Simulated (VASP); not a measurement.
Set up this calculation in VASP 6.6.1, as the native input.

| Property | Result |
| --- | --- |
| Task | single point |
| Functional | PBE |
| Potentials or basis | VASP PAW PBE potentials, release 64 (Ti_sv, N, O) |
| Cutoff | 520 eV |
| k mesh | 6 × 6 × 6 |
| Occupations | gaussian, width 0.2 eV |
| Spin | no spin polarisation |
| Dipole correction | no |
| Further INCAR settings | ALGO = Normal; EDIFF = 1e-06; NBANDS = 44 |

The structure of Ti4N3O lies in POSCAR:

```
Ti4N3O
1.0
    4.2536844371      0.0000402570      0.0000219023
    0.0000396122      4.2536220257     -0.0000538921
    0.0000219917     -0.0000547704      4.2537260975
Ti N O
4 3 1
Direct
   -0.0000004467     -0.0000011786     -0.0000006131
    0.5000119251     -0.0000085418      0.5000029141
   -0.0000209450      0.4999978689      0.5000007673
    0.5000105155      0.5000035671     -0.0000038416
    0.0000042135      0.5000039968      0.0000005393
    0.5000049886     -0.0000002816      0.0000002017
   -0.0000002174      0.0000039536      0.5000023375
    0.4999899662      0.5000006155      0.4999976948
```

These files were run (other wordings do the same):

INCAR

```
SYSTEM = Ti4N3O
PREC     = Accurate       ! precision mode
ENCUT    = 520            ! plane-wave cutoff, eV
EDIFF    = 1E-6           ! SCF threshold, eV
ISMEAR   = 0              ! smearing method
SIGMA    = 0.2            ! smearing width, eV
LREAL    = .False.        ! projectors in reciprocal space
LASPH    = .True.         ! aspherical terms in the spheres
NELM     = 80             ! most SCF steps
ALGO     = Normal         ! electronic algorithm
ISIF     = 2              ! what is computed and relaxed
LWAVE    = .False.        ! write WAVECAR
LCHARG   = .False.        ! write CHGCAR
GGA      = PE             ! functional
NBANDS   = 44             ! bands
```

KPOINTS

```
regular mesh
0
Gamma
  6 6 6
  0 0 0
```

Potentials or basis: VASP PAW PBE potentials, release 64 (Ti_sv, N, O).

The run is started by

```bash
$ cat potpaw_PBE.64/Ti_sv/POTCAR potpaw_PBE.64/N/POTCAR potpaw_PBE.64/O/POTCAR > POTCAR
$ mpirun -np 1 vasp_std > vasp.out
```

It gave:

```
Pressure               : 0.5 GPa
Band gap on the k mesh : zero (an odd number of electrons rules out a gap without spin polarisation)
```

Caveat: an odd number of electrons without spin polarisation forces a metal; a magnetic or distorted state may lie lower.

Wall time 3 min on 1 thread of Intel(R) Xeon(R) 6975P-C (Granite Rapids), with other jobs on the host, peak memory 0.39 GiB.
